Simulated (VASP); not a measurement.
# InSe in VASP: single point with PBE+D3(BJ)

Aim: the single point of InSe with PBE+D3(BJ).

Program: VASP 6.6.1. These are calculated values, not measurements. Logs are shortened: lines on timing, memory, paths and dates and some standing lists are left out, and cuts for length are marked.

## (1) The cell of the first run

The cell holds a slab with vacuum, 8 atoms: a = 4.027 Å, b = 4.027 Å, c = 28.271 Å, α = 90.00°, β = 90.00°, γ = 120.00°.

## (2) Single point, PBE+D3(BJ) (layers slid over each other)

Contents of INCAR:

```
ALGO = Normal ; DIPOL = 0.5 0.5 0.412
EDIFF = 1E-6 ; ENCUT = 400
GGA = PE ; GGA_COMPAT = False
IDIPOL = 3 ; ISIF = 2
ISMEAR = 0 ; IVDW = 12
LASPH = True ; LCHARG = True
LDIPOL = True ; LELF = True
LREAL = False ; LVACPOTAV = True
LVHAR = True ; LWAVE = False
NBANDS = 48 ; NELM = 120
NELMDL = -8 ; PREC = Accurate
SIGMA = 0.05
```

Contents of KPOINTS:

```
k-points
0
Gamma
  9 9 1
```

Contents of POSCAR:

```
InSe
1.0
    4.0266103653      0.0000000000      0.0000000000
   -2.0133051827      3.4871468675      0.0000000000
    0.0000000000      0.0000000000     28.2707107737
Se In
4 4
Direct
    0.0000000000      0.0000000000      0.1591753400
    0.0000000000      0.0000000000      0.3496677344
    0.1111111111      0.4444444444      0.4738244996
    0.1111111111      0.4444444444      0.6643168940
    0.6666666667      0.3333333333      0.2049979902
    0.6666666667      0.3333333333      0.3038451596
    0.7777777778      0.7777777778      0.5196471499
    0.7777777778      0.7777777778      0.6184943192
```

Potentials or basis: VASP PAW PBE potentials, release 64 (Se, In_d).

Run with:

```sh
cat potpaw_PBE.64/Se/POTCAR potpaw_PBE.64/In_d/POTCAR > POTCAR
mpirun -np 1 vasp_std > vasp.out
```

OUTCAR:

```text
EDIFF = 1E-6
   ENCUT = 400
   GGA = PE
   ISIF = 2
   ISMEAR = 0
   IVDW = 12
   LASPH = True
   LREAL = False
   NELM = 120
   NELMDL = -8
   PREC = Accurate
 IVDW          = 12

 ion  position               nearest neighbor table
   1  0.000  0.000  0.159-   5 2.66   5 2.66   5 2.66
   2  0.000  0.000  0.350-   6 2.66   6 2.66   6 2.66
   3  0.111  0.444  0.474-   7 2.66   7 2.66   7 2.66
   4  0.111  0.444  0.664-   8 2.66   8 2.66   8 2.66
   5  0.667  0.333  0.205-   1 2.66   1 2.66   1 2.66   6 2.79
   6  0.667  0.333  0.304-   2 2.66   2 2.66   2 2.66   5 2.79
   7  0.778  0.778  0.520-   3 2.66   3 2.66   3 2.66   8 2.79
   8  0.778  0.778  0.618-   4 2.66   4 2.66   4 2.66   7 2.79

  LATTYP: Found a hexagonal cell.
 ALAT       =     4.0266103653
 C/A-ratio  =     7.0209700490

  Lattice vectors:

 A1 = (   4.0266103653,   0.0000000000,   0.0000000000)
 A2 = (  -2.0133051827,   3.4871468675,   0.0000000000)
 A3 = (   0.0000000000,   0.0000000000,  28.2707107737)

Analysis of symmetry for initial positions (statically):
=====================================================================
 Subroutine PRICEL returns:
 Original cell was already a primitive cell.

 Routine SETGRP: Setting up the symmetry group for a
 hexagonal supercell.

 Subroutine GETGRP returns: Found  1 space group operations
 (whereof  1 operations were pure point group operations)
 out of a pool of 24 trial point group operations.

The static configuration has the point symmetry C_1 .

Analysis of symmetry for dynamics (positions and initial velocities):
=====================================================================
 Subroutine PRICEL returns:
 Original cell was already a primitive cell.

 Routine SETGRP: Setting up the symmetry group for a
 hexagonal supercell.

 Subroutine GETGRP returns: Found  1 space group operations
 (whereof  1 operations were pure point group operations)
 out of a pool of 24 trial point group operations.

The dynamic configuration has the point symmetry C_1 .

 Subroutine INISYM returns: Found  1 space group operations
 (whereof  1 operations are pure point group operations),
 and found     1 'primitive' translations

----------------------------------------------------------------------------------------

                                     Primitive cell

  volume of cell :     396.9598

  direct lattice vectors                    reciprocal lattice vectors
     4.026610365  0.000000000  0.000000000     0.248347843  0.143383694  0.000000000
    -2.013305183  3.487146867  0.000000000     0.000000000  0.286767388  0.000000000
     0.000000000  0.000000000 28.270710774     0.000000000  0.000000000  0.035372298

  length of vectors
     4.026610365  4.026610365 28.270710774     0.286767388  0.286767388  0.035372298

  position of ions in fractional coordinates (direct lattice)
     0.000000000  0.000000000  0.159175340
     0.000000000  0.000000000  0.349667734
     0.111111111  0.444444444  0.473824500
     0.111111111  0.444444444  0.664316894
     0.666666667  0.333333333  0.204997990
     0.666666667  0.333333333  0.303845160
     0.777777778  0.777777778  0.519647150
     0.777777778  0.777777778  0.618494319

  ion indices of the primitive-cell ions
   primitive index   ion index
                 1           1
                 2           2
                 3           3
                 4           4
                 5           5
                 6           6
                 7           7
                 8           8

----------------------------------------------------------------------------------------

 KPOINTS: k-points

Automatic generation of k-mesh.
 Grid dimensions read from file:
 generate k-points for:    9    9    1

 Generating k-lattice:

  Cartesian coordinates                     Fractional coordinates (reciprocal lattice)
     0.027594205  0.015931522  0.000000000     0.111111111  0.000000000  0.000000000
     0.000000000  0.031863043  0.000000000     0.000000000  0.111111111  0.000000000
     0.000000000  0.000000000  0.035372298     0.000000000  0.000000000  1.000000000

  Length of vectors
     0.031863043  0.031863043  0.035372298

  Shift w.r.t. Gamma in fractional coordinates (k-lattice)
     0.000000000  0.000000000  0.000000000

 Subroutine IBZKPT returns following result:
 ===========================================

 Found     41 irreducible k-points:

 Following reciprocal coordinates:
            Coordinates               Weight
  0.000000  0.000000  0.000000      1.000000
  0.111111  0.000000  0.000000      2.000000
  0.000000  0.111111  0.000000      2.000000
 -0.111111  0.111111  0.000000      2.000000
  0.222222 -0.000000  0.000000      2.000000
  0.000000  0.222222  0.000000      2.000000
[... 16 lines left out ...]
  0.333333  0.111111  0.000000      2.000000
 -0.111111  0.444444  0.000000      2.000000
 [... further k-points ...]
   k-points           NKPTS =     41   k-points in BZ     NKDIM =     41   number of bands    NBANDS=     48
   number of dos      NEDOS =    301   number of ions     NIONS =      8
   total plane-waves  NPLWV = 150528
   dimension x,y,z NGX =    28 NGY =   28 NGZ =  192
   dimension x,y,z NGXF=    56 NGYF=   56 NGZF=  384
   ions per type =               4   4
   NGX,Y,Z   is equivalent  to a cutoff of  11.56, 11.56, 11.29 a.u.
   NGXF,Y,Z  is equivalent  to a cutoff of  23.12, 23.12, 22.58 a.u.
 SYSTEM =  unknown system
   PREC   = accura    normal or accurate (medium, high low for compatibility)
   ISTART =      0    job   : 0-new  1-cont  2-samecut
   ICHARG =      2    charge: 1-file 2-atom 10-const
   ISPIN  =      1    spin polarized calculation?
   LNONCOLLINEAR =      F non collinear calculations
   LSORBIT =      F    spin-orbit coupling
   LASPH  =      T    aspherical Exc in radial PAW
   ENCUT  =  400.0 eV  29.40 Ry    5.42 a.u.   6.57  6.57 46.10*2*pi/ulx,y,z
   NELM   =    120;   NELMIN=  2; NELMDL= -8     # of ELM steps
   EDIFF  = 0.1E-05   stopping-criterion for ELM
   LREAL  =      F    real-space projection
   EDIFFG = 0.1E-04   stopping-criterion for IOM
   NSW    =      0    number of steps for IOM
   IBRION =     -1    ionic relax: 0-MD 1-quasi-New 2-CG
   NFREE  =      0    steps in history (QN), initial steepest desc. (CG)
   ISIF   =      2    stress and relaxation
   ISYM   =      2    0-nonsym 1-usesym 2-fastsym
   POTIM  = 0.5000    time-step for ionic-motion
   TEBEG  =    0.0;   TEEND  =   0.0 temperature during run
   PSTRESS=    0.0 pullay stress
   NELECT =      76.0000    total number of electrons
   NUPDOWN=      -1.0000    fix difference up-down
   EMIN   =  10.00;   EMAX   =-10.00  energy-range for DOS
   EFERMI =   0.00;   METHOD = LEGACY
   ISMEAR =     0;   SIGMA  =   0.05  broadening in eV -4-tet -1-fermi 0-gaus
   EFERMI_NEDOS =   21; number of points for ismear=-14 and -15
   IALGO  =     38    algorithm
   IMIX   =      4    mixing-type and parameters
     AMIX     =   0.40;   BMIX     =  1.00
     AMIX_MAG =   1.60;   BMIX_MAG =  1.00
  volume/ion in A,a.u.               =      49.62       334.85
  Fermi-wavevector in a.u.,A,eV,Ry     =   0.943548  1.783047 12.113024  0.890282
  Thomas-Fermi vector in A             =   2.071266
   LORBIT       =      0    0 simple, 1 ext, 2 COOP (PROOUT), +10 PAW based schemes
   GGA     = PE    functional components
   LHFCALC =     F    Hartree Fock is set to
   AEXX    =    0.0000 exact exchange contribution
   IVDW    =    12    specifies the selected vdW correction
   LEPSILON=     F    determine dielectric tensor
   LRPA    =     F    only Hartree local field effects (RPA)
 non-spin polarized calculation
 Gauss-broadening in eV      SIGMA  =   0.05
  energy-cutoff  :      400.00
  volume of cell :      396.96
 maximum number of plane-waves:      7281
   NGX = 13   NGY = 13   NGZ = 93

 dipolmoment           0.000000      0.000000     -0.000000 electrons x Angstroem

 number of electron      75.9999998 magnetization

 dipolmoment           0.000000      0.000000      0.000026 electrons x Angstroem

 Free energy of the ion-electron system (eV)
  ---------------------------------------------------
  ext. energy  EPLUGINS =         0.00000000
  ---------------------------------------------------
  free energy    TOTEN  =       -28.39550382 eV

  energy without entropy =      -28.39550382  energy(sigma->0) =      -28.39550382

 E-fermi :   0.0180     XC(G=0):  -5.6830

 val. band max:       -0.2522212569   @ k =   0.1111   0.0000   0.0000
 cond. band min:       0.9460317619   @ k =   0.0000   0.0000   0.0000
 fundamental gap:      1.1982530187
 Fermi energy:         0.0180127624

 k-point     1 :       0.0000    0.0000    0.0000
  band No.  band energies     occupation
      1     -14.5168      2.00000
      2     -14.5167      2.00000
      3     -14.3337      2.00000
      4     -14.3334      2.00000
      5     -14.3331      2.00000
      6     -14.3330      2.00000
[... 40 lines left out ...]
     47       5.0284      0.00000
     48       5.2046      0.00000

 k-point     2 :       0.1111    0.0000    0.0000
  band No.  band energies     occupation
      1     -14.5163      2.00000
      2     -14.5161      2.00000
      3     -14.3739      2.00000
      4     -14.3725      2.00000
      5     -14.3315      2.00000
      6     -14.3314      2.00000
[... 40 lines left out ...]
     47       5.0972      0.00000
     48       5.1821      0.00000

 k-point     3 :       0.0000    0.1111    0.0000
  band No.  band energies     occupation
      1     -14.5162      2.00000
      2     -14.5160      2.00000
      3     -14.3736      2.00000
      4     -14.3724      2.00000
      5     -14.3319      2.00000
      6     -14.3313      2.00000
[... 40 lines left out ...]
     47       5.0904      0.00000
     48       5.1983      0.00000

 k-point     4 :      -0.1111    0.1111    0.0000
  band No.  band energies     occupation
      1     -14.5162      2.00000
      2     -14.5161      2.00000
      3     -14.3737      2.00000
      4     -14.3724      2.00000
      5     -14.3317      2.00000
      6     -14.3315      2.00000
[... 958 lines left out ...]
     47       4.6378      0.00000
     48       4.6932      0.00000

 k-point    23 :       0.3333    0.1111    0.0000
  band No.  band energies     occupation
      1     -14.6083      2.00000
      2     -14.6046      2.00000
      3     -14.5039      2.00000
      4     -14.5003      2.00000
      5     -14.4614      2.00000
      6     -14.4610      2.00000
[... 40 lines left out ...]
     47       4.5085      0.00000
     48       4.5443      0.00000

 k-point    24 :      -0.1111    0.4444    0.0000
  band No.  band energies     occupation
      1     -14.6072      2.00000
      2     -14.6052      2.00000
      3     -14.5029      2.00000
      4     -14.5009      2.00000
      5     -14.4613      2.00000
      6     -14.4611      2.00000
[... 40 lines left out ...]
     47       4.4874      0.00000
     48       4.5555      0.00000

 [... further k-points ...]

------------------------ aborting loop because EDIFF is reached ----------------------------------------

 Edisp (eV)   -1.99490

 E8    (eV) :    -0.9353

  FORCE on cell =-STRESS in cart. coord.  units (eV):
  Direction    XX          YY          ZZ          XY          YZ          ZX
  --------------------------------------------------------------------------------------
  -------------------------------------------------------------------------------------
  Total      -0.13883    -0.06814    -0.42338    -0.03339     0.10931    -0.02201
  in kB      -0.56035    -0.27504    -1.70882    -0.13475     0.44120    -0.08885
  external pressure =       -0.85 kB  Pullay stress =        0.00 kB

 VOLUME and BASIS-vectors are now :
 -----------------------------------------------------------------------------
  energy-cutoff  :      400.00
  volume of cell :      396.96
      direct lattice vectors                 reciprocal lattice vectors
     4.026610365  0.000000000  0.000000000     0.248347843  0.143383694  0.000000000
    -2.013305183  3.487146867  0.000000000     0.000000000  0.286767388  0.000000000
     0.000000000  0.000000000 28.270710774     0.000000000  0.000000000  0.035372298

 POSITION                                       TOTAL-FORCE (eV/Angst)
 -----------------------------------------------------------------------------------
      0.00000      0.00000      4.50000        -0.000302     -0.001154     -0.011968
      0.00000      0.00000      9.88536         0.002505     -0.029222      0.058459
     -0.44740      1.54984     13.39536        -0.008005      0.023471     -0.059193
     -0.44740      1.54984     18.78071        -0.000476      0.000199      0.011942
      2.01331      1.16238      5.79544        -0.000306     -0.002666      0.013480
      2.01331      1.16238      8.58992         0.003144      0.006067      0.018222
      1.56590      2.71223     14.69079         0.004246      0.001737     -0.017355
      1.56590      2.71223     17.48527        -0.000807      0.001569     -0.013586
 -----------------------------------------------------------------------------------
    total drift:                                0.000856      0.001144     -0.001287

  FREE ENERGIE OF THE ION-ELECTRON SYSTEM (eV)
  ---------------------------------------------------
  free  energy   TOTEN  =       -30.3904059975 eV

  energy  without entropy=      -30.3904059975  energy(sigma->0) =      -30.39040600

 vacuum level on the upper side and lower side of the slab         5.491         5.491
```

Run time: 22 min. Hardware: 1 thread of Intel Xeon Platinum 8259CL at 2.50GHz (Skylake/Cascade Lake), shared host; peak memory 0.63 GiB.

What came out:

| Property | Result |
| --- | --- |
| Free energy | -30.3904 eV |
| Largest force | 0.065 eV/Å |
| Band gap on the k mesh | 1.20 eV (least direct gap 1.24 eV) |
| Dispersion energy per atom | -0.249 eV |

Forces in eV/Å, atoms in the order of the input:
```
Se   0.000 -0.001 -0.012
Se   0.003 -0.029  0.058
Se  -0.008  0.023 -0.059
Se   0.000  0.000  0.012
In   0.000 -0.003  0.013
In   0.003  0.006  0.018
In   0.004  0.002 -0.017
In  -0.001  0.002 -0.014
```

Levels at points of the mesh, in eV from the valence-band top:
| k point | band 34 | band 35 | band 36 | band 37 | band 38 | band 39 | band 40 | band 41 | band 42 | band 43 |
| --- | --- | --- | --- | --- | --- | --- | --- | --- | --- | --- |
| (0.00, 0.00, 0.00) | -0.64 | -0.63 | -0.61 | -0.60 | -0.04 | 1.20 | 1.68 | 2.57 | 2.63 | 4.80 |

Caveat: the cell differs from its parent crystal (layers slid over each other); spin-orbit coupling is left out, which moves the levels of the heavy elements.
